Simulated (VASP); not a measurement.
Set up this calculation in VASP 6.6.1, as the native input.

```yaml
Task: relaxation of cell and atoms
Functional: BLYP
Potentials_or_basis: VASP PAW PBE potentials, release 64 (Zn)
Cutoff: 600 eV
k_mesh: 12 × 12 × 12
Occupations: fermi-dirac, width 0.1 eV
Spin: no spin polarisation
Dipole_correction: no
Further_INCAR_settings: ALGO = Normal; EDIFF = 1e-07; IBRION = 2; EDIFFG = -0.01; NSW = 80; ISIF = 3
```

The structure of Zn lies in POSCAR:

```
Zn
1.0
    2.5420818099      0.0000000000      0.0000000000
    0.0000000000      2.5420818099      0.0000000000
    0.0000000000      0.0000000000      2.5420818099
Zn
1
Direct
    0.0000000000      0.0000000000      0.0000000000
```

These files were run (other wordings do the same):

INCAR

```
SYSTEM = Zn
PREC = Accurate ; ENCUT = 600
EDIFF = 1E-7 ; ISMEAR = -1
SIGMA = 0.1 ; LREAL = .False.
LASPH = .True. ; NELM = 80
ALGO = Normal ; ISIF = 3
LWAVE = .False. ; LCHARG = .False.
GGA = B5 ; ALDAX = 1.0
AGGAX = 1.0 ; AGGAC = 1.0
ALDAC = 0.0 ; IBRION = 2
NSW = 80 ; EDIFFG = -0.01
```

KPOINTS

```
Automatic mesh
0
Gamma
  12 12 12
  0 0 0
```

Potentials or basis: VASP PAW PBE potentials, release 64 (Zn).

Run with:

```console
$ cat potpaw_PBE.64/Zn/POTCAR > POTCAR
$ mpirun -np 1 vasp_std > vasp.out
```

Results of the run:

```yaml
Relaxed_volume: 20.43 Å³/atom
Relaxed_cell: a = 2.734 Å, b = 2.734 Å, c = 2.734 Å, α = 90.00°, β = 90.00°, γ = 90.00°
Space_group_after_relaxing_to_0.05_Å: Pm-3m (No. 221)
Energy_gained_by_relaxing: 113.0 meV/atom
Ionic_steps: 4
Pressure_after_relaxing: 0.0 GPa
Band_gap_on_the_k_mesh: zero (band 6 reaches 6.54 eV, above the bottom of band 7 at -0.55 eV)
```

Caveat: the volume moved by over 15 % at a fixed basis, so the end points are rough; the PAW data sets were made with another functional, which shifts forces and pressure a little.

Wall time 30 s on 1 thread of Intel(R) Xeon(R) Platinum 8488C (Sapphire Rapids), on a shared host, peak memory 0.13 GiB.
